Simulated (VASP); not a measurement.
# Cr (P6_3/mmc) in VASP: a series of runs

Runs on Cr. Level: r2SCAN. Tasks: single point.

All numbers are computed with VASP 6.6.1; they aren't measurements. Logs are shortened: lines on timing, memory, paths and dates and some standing lists are left out, and cuts for length are marked.

## (1) The cell of the first run

The structure is hexagonal, space group P6_3/mmc (No. 194). The conventional cell has a = 2.521 Å, b = 2.521 Å, c = 4.588 Å, α = 90.00°, β = 90.00°, γ = 120.00°. Within 3.3 Å of Cr (site symmetry -6m2) lie 12 Cr at 2.52 to 2.72 Å.

## (2) Single point, r2SCAN, collinear spin, ferromagnetic start (volume scaled by 1.08)

Contents of POSCAR:

```
Cr
1.0
    2.5205348806      0.0000000000      0.0000000000
   -1.2602674403      2.1828472378      0.0000000000
    0.0000000000      0.0000000000      4.5879391437
Cr
2
Direct
    0.3333333333      0.6666666667      0.2500000000
    0.6666666667      0.3333333333      0.7500000000
```

Contents of INCAR.step1:

```
PREC = Accurate
ENCUT = 520
ISMEAR = -1
SIGMA = 0.05
LREAL = False
LASPH = True
NELM = 150
ISPIN = 2
MAGMOM = 1.5 1.5
LMAXMIX = 4
NBANDS = 23
GGA = PE
ALGO = Normal
EDIFF = 1E-4
LWAVE = True
LCHARG = False
```

Contents of INCAR.step2:

```
PREC = Accurate
ENCUT = 520
EDIFF = 1E-6
ISMEAR = -1
SIGMA = 0.05
LREAL = False
LASPH = True
NELM = 150
ALGO = Normal
ISIF = 2
LWAVE = False
LCHARG = False
ISPIN = 2
MAGMOM = 1.5 1.5
LORBIT = 11
LMAXMIX = 4
METAGGA = R2SCAN
LMIXTAU = True
NBANDS = 23
ISTART = 1
```

Contents of KPOINTS:

```
Automatic mesh
0
Gamma
  16 16 8
```

Potentials or basis: VASP PAW PBE potentials, release 64 (Cr_pv).

Launch:

```sh
> cat potpaw_PBE.64/Cr_pv/POTCAR > POTCAR
> cp INCAR.step1 INCAR
> mpirun -np 1 vasp_std > vasp.out
> cp INCAR.step2 INCAR
> mpirun -np 1 vasp_std > vasp.out
```

OUTCAR:

```text
PREC = Accurate
   ENCUT = 520
   EDIFF = 1E-6
   ISMEAR = -1
   LREAL = False
   LASPH = True
   NELM = 150
   ISIF = 2
   ISPIN = 2
   LORBIT = 11
   METAGGA = R2SCAN
   ISTART = 1

 ion  position               nearest neighbor table
   1  0.333  0.667  0.250-   2 2.72   2 2.72   2 2.72   2 2.72   2 2.72   2 2.72
   2  0.667  0.333  0.750-   1 2.72   1 2.72   1 2.72   1 2.72   1 2.72   1 2.72

  LATTYP: Found a hexagonal cell.
 ALAT       =     2.5205348806
 C/A-ratio  =     1.8202244210

  Lattice vectors:

 A1 = (   2.5205348806,   0.0000000000,   0.0000000000)
 A2 = (  -1.2602674403,   2.1828472378,   0.0000000000)
 A3 = (   0.0000000000,   0.0000000000,   4.5879391437)

Analysis of symmetry for initial positions (statically):
=====================================================================
 Subroutine PRICEL returns:
 Original cell was already a primitive cell.

 Routine SETGRP: Setting up the symmetry group for a
 hexagonal supercell.

 Subroutine GETGRP returns: Found 24 space group operations
 (whereof 12 operations were pure point group operations)
 out of a pool of 24 trial point group operations.

The static configuration has the point symmetry D_3d.
 The point group associated with its full space group is D_6h.

Analysis of symmetry for dynamics (positions and initial velocities):
=====================================================================
 Subroutine PRICEL returns:
 Original cell was already a primitive cell.

 Routine SETGRP: Setting up the symmetry group for a
 hexagonal supercell.

 Subroutine GETGRP returns: Found 24 space group operations
 (whereof 12 operations were pure point group operations)
 out of a pool of 24 trial point group operations.

The dynamic configuration has the point symmetry D_3d.
 The point group associated with its full space group is D_6h.

Analysis of structural, dynamic, and magnetic symmetry:
=====================================================================
 Subroutine PRICEL returns:
 Original cell was already a primitive cell.

 Routine SETGRP: Setting up the symmetry group for a
 hexagonal supercell.

 Subroutine GETGRP returns: Found 24 space group operations
 (whereof 12 operations were pure point group operations)
 out of a pool of 24 trial point group operations.

The overall configuration has the point symmetry D_3d.
 The point group associated with its full space group is D_6h.

 Subroutine INISYM returns: Found 24 space group operations
 (whereof 12 operations are pure point group operations),
 and found     1 'primitive' translations

----------------------------------------------------------------------------------------

                                     Primitive cell

  volume of cell :      25.2426

  direct lattice vectors                    reciprocal lattice vectors
     2.520534881  0.000000000  0.000000000     0.396741187  0.229058631  0.000000000
    -1.260267440  2.182847238  0.000000000     0.000000000  0.458117262  0.000000000
     0.000000000  0.000000000  4.587939144     0.000000000  0.000000000  0.217962786

  length of vectors
     2.520534881  2.520534881  4.587939144     0.458117262  0.458117262  0.217962786

  position of ions in fractional coordinates (direct lattice)
     0.333333333  0.666666667  0.250000000
     0.666666667  0.333333333  0.750000000

  ion indices of the primitive-cell ions
   primitive index   ion index
                 1           1
                 2           2

----------------------------------------------------------------------------------------

 KPOINTS: Automatic mesh

Automatic generation of k-mesh.
 Grid dimensions read from file:
 generate k-points for:   16   16    8

 Generating k-lattice:

  Cartesian coordinates                     Fractional coordinates (reciprocal lattice)
     0.024796324  0.014316164  0.000000000     0.062500000  0.000000000  0.000000000
     0.000000000  0.028632329  0.000000000     0.000000000  0.062500000  0.000000000
     0.000000000  0.000000000  0.027245348     0.000000000  0.000000000  0.125000000

  Length of vectors
     0.028632329  0.028632329  0.027245348

  Shift w.r.t. Gamma in fractional coordinates (k-lattice)
     0.000000000  0.000000000  0.000000000

 Subroutine IBZKPT returns following result:
 ===========================================

 Found    150 irreducible k-points:

 Following reciprocal coordinates:
            Coordinates               Weight
  0.000000  0.000000  0.000000      1.000000
  0.062500  0.000000  0.000000      6.000000
  0.125000  0.000000  0.000000      6.000000
  0.187500 -0.000000  0.000000      6.000000
  0.250000  0.000000  0.000000      6.000000
  0.312500  0.000000  0.000000      6.000000
[... 16 lines left out ...]
  0.187500  0.187500  0.000000      6.000000
  0.250000  0.187500  0.000000     12.000000
 [... further k-points ...]
   k-points           NKPTS =    150   k-points in BZ     NKDIM =    150   number of bands    NBANDS=     23
   number of dos      NEDOS =    301   number of ions     NIONS =      2
   total plane-waves  NPLWV =  14400
   dimension x,y,z NGX =    20 NGY =   20 NGZ =   36
   dimension x,y,z NGXF=    40 NGYF=   40 NGZF=   72
   ions per type =               2
   NGX,Y,Z   is equivalent  to a cutoff of  13.19, 13.19, 13.04 a.u.
   NGXF,Y,Z  is equivalent  to a cutoff of  26.38, 26.38, 26.09 a.u.
 SYSTEM =  unknown system
   PREC   = accura    normal or accurate (medium, high low for compatibility)
   ISTART =      1    job   : 0-new  1-cont  2-samecut
   ICHARG =      0    charge: 1-file 2-atom 10-const
   ISPIN  =      2    spin polarized calculation?
   LNONCOLLINEAR =      F non collinear calculations
   LSORBIT =      F    spin-orbit coupling
   LASPH  =      T    aspherical Exc in radial PAW
   ENCUT  =  520.0 eV  38.22 Ry    6.18 a.u.   4.69  4.69  8.53*2*pi/ulx,y,z
   NELM   =    150;   NELMIN=  2; NELMDL=  0     # of ELM steps
   EDIFF  = 0.1E-05   stopping-criterion for ELM
   LREAL  =      F    real-space projection
   EDIFFG = 0.1E-04   stopping-criterion for IOM
   NSW    =      0    number of steps for IOM
   IBRION =     -1    ionic relax: 0-MD 1-quasi-New 2-CG
   NFREE  =      0    steps in history (QN), initial steepest desc. (CG)
   ISIF   =      2    stress and relaxation
   ISYM   =      2    0-nonsym 1-usesym 2-fastsym
   POTIM  = 0.5000    time-step for ionic-motion
   TEBEG  =    0.0;   TEEND  =   0.0 temperature during run
   PSTRESS=    0.0 pullay stress
   NELECT =      24.0000    total number of electrons
   NUPDOWN=      -1.0000    fix difference up-down
   EMIN   =  10.00;   EMAX   =-10.00  energy-range for DOS
   EFERMI =   0.00;   METHOD = LEGACY
   ISMEAR =    -1;   SIGMA  =   0.05  broadening in eV -4-tet -1-fermi 0-gaus
   EFERMI_NEDOS =   21; number of points for ismear=-14 and -15
   IALGO  =     38    algorithm
   IMIX   =      4    mixing-type and parameters
     AMIX     =   0.40;   BMIX     =  1.00
     AMIX_MAG =   1.60;   BMIX_MAG =  1.00
  volume/ion in A,a.u.               =      12.62        85.17
  Fermi-wavevector in a.u.,A,eV,Ry     =   1.609783  3.042049 35.258156  2.591401
  Thomas-Fermi vector in A             =   2.705438
   LORBIT       =     11    0 simple, 1 ext, 2 COOP (PROOUT), +10 PAW based schemes
   METAGGA = R2SCAN    functional components
   LHFCALC =     F    Hartree Fock is set to
   AEXX    =    0.0000 exact exchange contribution
   IVDW    =     0    specifies the selected vdW correction
   LEPSILON=     F    determine dielectric tensor
   LRPA    =     F    only Hartree local field effects (RPA)
 spin polarized calculation
  energy-cutoff  :      520.00
  volume of cell :       25.24
 maximum number of plane-waves:       696
 NGX is ok and might be reduce to    20
   NGX =  9   NGY =  9   NGZ = 17

 number of electron      23.9999979 magnetization       0.0000481

 Free energy of the ion-electron system (eV)
  ---------------------------------------------------
  ext. energy  EPLUGINS =         0.00000000
  ---------------------------------------------------
  free energy    TOTEN  =       -28.59560034 eV

  energy without entropy =      -28.57352707  energy(sigma->0) =      -28.58456371

 E-fermi :   9.5988     XC(G=0): -14.3783

 val. band max:        9.5904983689   @ k =   0.3750   0.1875   0.1250
 cond. band min:       9.6110279991   @ k =   0.1250   0.0000   0.2500
 fundamental gap:      0.0205296302
 Fermi energy:         9.5987855130

 spin component 1

 k-point     1 :       0.0000    0.0000    0.0000
  band No.  band energies     occupation
      1     -35.3046      1.00000
      2     -34.7608      1.00000
      3     -34.5712      1.00000
      4     -34.5712      1.00000
      5     -34.5223      1.00000
      6     -34.5223      1.00000
[... 15 lines left out ...]
     22      29.3819      0.00000
     23      30.1744      0.00000

 k-point     2 :       0.0625    0.0000    0.0000
  band No.  band energies     occupation
      1     -35.2954      1.00000
      2     -34.7612      1.00000
      3     -34.6010      1.00000
      4     -34.5791      1.00000
      5     -34.5527      1.00000
      6     -34.5279      1.00000
[... 15 lines left out ...]
     22      29.5748      0.00000
     23      29.9951      0.00000

 k-point     3 :       0.1250    0.0000    0.0000
  band No.  band energies     occupation
      1     -35.2687      1.00000
      2     -34.7627      1.00000
      3     -34.6859      1.00000
      4     -34.6382      1.00000
      5     -34.6013      1.00000
      6     -34.5442      1.00000
[... 15 lines left out ...]
     22      28.9910      0.00000
     23      30.0989      0.00000
[... 495 lines left out ...]
 k-point    23 :       0.1875    0.1875    0.0000
  band No.  band energies     occupation
      1     -35.1045      1.00000
      2     -35.0653      1.00000
      3     -35.0567      1.00000
      4     -34.7893      1.00000
      5     -34.7580      1.00000
      6     -34.7042      1.00000
[... 15 lines left out ...]
     22      23.4926      0.00000
     23      24.1342      0.00000

 k-point    24 :       0.2500    0.1875    0.0000
  band No.  band energies     occupation
      1     -35.1571      1.00000
      2     -35.1245      1.00000
      3     -35.0522      1.00000
      4     -34.8216      1.00000
      5     -34.8064      1.00000
      6     -34.7608      1.00000
[... 15 lines left out ...]
     22      21.6351      0.00000
     23      23.0396      0.00000

 [... further k-points ...]

 spin component 2

 k-point     1 :       0.0000    0.0000    0.0000
  band No.  band energies     occupation
      1     -35.3045      1.00000
      2     -34.7608      1.00000
      3     -34.5712      1.00000
      4     -34.5712      1.00000
      5     -34.5223      1.00000
      6     -34.5223      1.00000
[... 15 lines left out ...]
     22      29.3819      0.00000
     23      30.1744      0.00000

 k-point     2 :       0.0625    0.0000    0.0000
  band No.  band energies     occupation
      1     -35.2954      1.00000
      2     -34.7612      1.00000
      3     -34.6010      1.00000
      4     -34.5791      1.00000
      5     -34.5526      1.00000
      6     -34.5279      1.00000
[... 15 lines left out ...]
     22      29.5748      0.00000
     23      29.9951      0.00000

 k-point     3 :       0.1250    0.0000    0.0000
  band No.  band energies     occupation
      1     -35.2687      1.00000
      2     -34.7627      1.00000
      3     -34.6858      1.00000
      4     -34.6381      1.00000
      5     -34.6013      1.00000
      6     -34.5441      1.00000
[... 15 lines left out ...]
     22      28.9910      0.00000
     23      30.0989      0.00000
[... 495 lines left out ...]
 k-point    23 :       0.1875    0.1875    0.0000
  band No.  band energies     occupation
      1     -35.1045      1.00000
      2     -35.0652      1.00000
      3     -35.0567      1.00000
      4     -34.7893      1.00000
      5     -34.7580      1.00000
      6     -34.7042      1.00000
[... 15 lines left out ...]
     22      23.4926      0.00000
     23      24.1342      0.00000

 k-point    24 :       0.2500    0.1875    0.0000
  band No.  band energies     occupation
      1     -35.1570      1.00000
      2     -35.1245      1.00000
      3     -35.0522      1.00000
      4     -34.8216      1.00000
      5     -34.8064      1.00000
      6     -34.7608      1.00000
[... 15 lines left out ...]
     22      21.6352      0.00000
     23      23.0396      0.00000

 [... further k-points ...]

------------------------ aborting loop because EDIFF is reached ----------------------------------------

  FORCE on cell =-STRESS in cart. coord.  units (eV):
  Direction    XX          YY          ZZ          XY          YZ          ZX
  --------------------------------------------------------------------------------------
  -------------------------------------------------------------------------------------
  Total       -2.6950440     -2.6950440     -2.2365588      0.0000000      0.0000000      0.0000000
  in kB     -171.0577433   -171.0577433   -141.9571282      0.0000000      0.0000000      0.0000000
  external PRESSURE =    -161.3575383 kB  Pullay stress =       0.0000000 kB

 VOLUME and BASIS-vectors are now :
 -----------------------------------------------------------------------------
  energy-cutoff  :      520.00
  volume of cell :       25.24
      direct lattice vectors                 reciprocal lattice vectors
     2.520534881  0.000000000  0.000000000     0.396741187  0.229058631  0.000000000
    -1.260267440  2.182847238  0.000000000     0.000000000  0.458117262  0.000000000
     0.000000000  0.000000000  4.587939144     0.000000000  0.000000000  0.217962786

 POSITION                                       TOTAL-FORCE (eV/Angst)
 -----------------------------------------------------------------------------------
     -0.00000      1.45523      1.14698        -0.000000     -0.000000      0.000000
      1.26027      0.72762      3.44095         0.000000      0.000000      0.000000
 -----------------------------------------------------------------------------------
    total drift:                               -0.000000      0.000000     -0.000000

  FREE ENERGIE OF THE ION-ELECTRON SYSTEM (eV)
  ---------------------------------------------------
  free  energy   TOTEN  =       -28.5956003428 eV

  energy  without entropy=      -28.5735270676  energy(sigma->0) =      -28.58456371

 total charge

# of ion       s       p       d       tot
------------------------------------------
    1        0.695   6.358   4.105  11.157
    2        0.695   6.358   4.105  11.157
--------------------------------------------------
tot          1.390  12.715   8.210  22.315

 magnetization (x)

# of ion       s       p       d       tot
------------------------------------------
    1        0.000   0.000   0.000   0.000
    2        0.000   0.000   0.000   0.000
--------------------------------------------------
tot          0.000   0.000   0.000   0.000
```

Run time: 4.3 min. Hardware: 1 thread of Intel Xeon 6975P-C (Granite Rapids), shared host; peak memory 0.25 GiB.

Results:

```yaml
Free_energy: -28.5956 eV
Pressure: -16.1 GPa
Band_gap_on_the_k_mesh: zero (filled and empty bands overlap)
Net_moment: 0.00 μB per cell
Valence_electrons_inside_the_program's_atomic_spheres: Cr 11.16
```

Stress tensor (GPa, compression positive):
```
-17.11   0.00   0.00
  0.00 -17.11   0.00
  0.00   0.00 -14.20
```

Levels at points of the mesh, in eV from the Fermi level:
Spin up:
| k point | band 9 | band 10 | band 11 | band 12 | band 13 | band 14 | band 15 | band 16 |
| --- | --- | --- | --- | --- | --- | --- | --- | --- |
| (0.00, 0.00, 0.00) | -1.42 | -0.76 | -0.33 | -0.33 | -0.04 | -0.04 | 1.23 | 1.23 |
| (0.50, 0.00, 0.00) | -3.24 | -0.90 | -0.78 | -0.46 | 0.09 | 2.26 | 2.73 | 2.83 |
| (0.00, 0.00, 0.50) | -1.81 | -1.81 | -0.29 | -0.29 | -0.29 | -0.29 | 1.84 | 1.84 |
| (0.50, 0.00, 0.50) | -2.45 | -2.45 | 1.06 | 1.06 | 1.06 | 1.06 | 2.78 | 2.78 |
Spin down:
```tsv
k point	band 10	band 11	band 12	band 13	band 14	band 15
(0.00, 0.00, 0.00)	-0.76	-0.33	-0.33	-0.04	-0.04	1.23
(0.50, 0.00, 0.00)	-0.90	-0.78	-0.46	0.09	2.26	2.73
(0.00, 0.00, 0.50)	-1.81	-0.29	-0.29	-0.29	-0.29	1.84
(0.50, 0.00, 0.50)	-2.45	1.06	1.06	1.07	1.07	2.78
```

Caveat: the starting moments collapsed, and a magnetic state may lie lower; the PAW data sets were made with another functional, which shifts forces and pressure a little.

## (3) Single point, r2SCAN, collinear spin, ferromagnetic start (volume scaled by 1.12)

Contents of POSCAR:

```
Cr
1.0
    2.5512761406      0.0000000000      0.0000000000
   -1.2756380703      2.2094699498      0.0000000000
    0.0000000000      0.0000000000      4.6438951358
Cr
2
Direct
    0.3333333333      0.6666666667      0.2500000000
    0.6666666667      0.3333333333      0.7500000000
```

Contents of INCAR.step1:

```
ALGO = Normal ; EDIFF = 1E-4
ENCUT = 520 ; GGA = PE
ISMEAR = -1 ; ISPIN = 2
LASPH = True ; LCHARG = False
LMAXMIX = 4 ; LREAL = False
LWAVE = True ; MAGMOM = 1.5 1.5
NBANDS = 23 ; NELM = 150
PREC = Accurate ; SIGMA = 0.05
```

Contents of INCAR.step2:

```
ALGO = Normal ; EDIFF = 1E-7
ENCUT = 520 ; ISIF = 2
ISMEAR = -1 ; ISPIN = 2
ISTART = 1 ; LASPH = True
LCHARG = False ; LMAXMIX = 4
LMIXTAU = True ; LORBIT = 11
LREAL = False ; LWAVE = False
MAGMOM = 1.5 1.5 ; METAGGA = R2SCAN
NBANDS = 23 ; NELM = 150
PREC = Accurate ; SIGMA = 0.05
```

Contents of KPOINTS:

```
k-points
0
Gamma
  16 16 8
```

Potentials or basis: VASP PAW PBE potentials, release 64 (Cr_pv).

Launch:

```sh
> cat potpaw_PBE.64/Cr_pv/POTCAR > POTCAR
> cp INCAR.step1 INCAR
> mpirun -np 1 vasp_std > vasp.out
> cp INCAR.step2 INCAR
> mpirun -np 1 vasp_std > vasp.out
```

Run time: 5.5 min. Hardware: 1 thread of Intel Xeon 6975P-C (Granite Rapids), shared host; peak memory 0.24 GiB.

Results (log left out):

```yaml
Free_energy: -28.4830 eV
Pressure: -22.3 GPa
Band_gap_on_the_k_mesh: zero (filled and empty bands overlap)
Net_moment: 0.00 μB per cell
Valence_electrons_inside_the_program's_atomic_spheres: Cr 11.10
```

Stress tensor (GPa, compression positive):
```
-23.64   0.00   0.00
  0.00 -23.64   0.00
  0.00   0.00 -19.65
```

Levels at points of the mesh, in eV from the Fermi level:
Spin up:
```csv
k point,band 9,band 10,band 11,band 12,band 13,band 14,band 15,band 16
"(0.00, 0.00, 0.00)",-1.36,-0.77,-0.31,-0.31,-0.03,-0.03,1.18,1.18
"(0.50, 0.00, 0.00)",-3.07,-0.85,-0.79,-0.46,0.10,2.16,2.59,2.69
"(0.00, 0.00, 0.50)",-1.73,-1.73,-0.27,-0.27,-0.27,-0.27,1.76,1.76
"(0.50, 0.00, 0.50)",-2.33,-2.33,0.99,0.99,1.03,1.03,2.65,2.65
```
Spin down:
| k point | band 9 | band 10 | band 11 | band 12 | band 13 | band 14 | band 15 | band 16 |
| --- | --- | --- | --- | --- | --- | --- | --- | --- |
| (0.00, 0.00, 0.00) | -1.36 | -0.77 | -0.31 | -0.31 | -0.03 | -0.03 | 1.18 | 1.18 |
| (0.50, 0.00, 0.00) | -3.07 | -0.85 | -0.79 | -0.46 | 0.10 | 2.16 | 2.59 | 2.69 |
| (0.00, 0.00, 0.50) | -1.73 | -1.73 | -0.27 | -0.27 | -0.27 | -0.27 | 1.76 | 1.76 |
| (0.50, 0.00, 0.50) | -2.33 | -2.33 | 0.99 | 0.99 | 1.03 | 1.03 | 2.65 | 2.65 |

Caveat: the starting moments collapsed, and a magnetic state may lie lower; the PAW data sets were made with another functional, which shifts forces and pressure a little.
